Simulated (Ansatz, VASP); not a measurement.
**K3Zr2S in VASP and in Ansatz**

```
CELL_PARAMETERS angstrom
4.31699 0.00000 0.00000
-2.15850 3.73863 0.00000
0.00000 0.00000 10.71216
ATOMIC_POSITIONS crystal
K 0.33333 0.66667 0.34809
K 0.66667 0.33333 0.65191
K 0.00000 0.00000 0.00000
Zr 0.33333 0.66667 0.82714
Zr 0.66667 0.33333 0.17286
S 0.00000 0.00000 0.50000
```

Change from the starting cell: species swapped into the Sn2GeTe3 type (P-3m1, No. 164).

Alike in both runs: task single point; functional PBE; k mesh 6 × 6 × 2; occupations gaussian, width 0.1 eV; no spin polarisation.

|  | VASP | Ansatz |
| --- | --- | --- |
| version | VASP 6.6.1 | Ansatz 0.2.0 |
| potentials or method | VASP PAW PBE potentials, release 64 (K_sv, Zr_sv, S), cutoff 520 eV | scalar-relativistic, plane waves, PAW |
| valence electrons in the cell | 57 | 57 |

Ansatz gave:

```
gap on the k mesh at the Fermi level (eV)                     : none
pressure (GPa)                                                : 3.2
traceless stress, the component that is largest in VASP (GPa) : 1.24
rms of the force components (eV/Å)                            : 0.495
```

Q: Which values does VASP return?

A: gap on the k mesh at the Fermi level (eV): none; pressure (GPa): 3.3; traceless stress, the component that is largest in VASP (GPa): 1.24; rms of the force components (eV/Å): 0.494.

Atom by atom the forces differ by 0.001 eV/Å (rms over components). A gap of «none» marks a metal or a gap that the smearing closes.
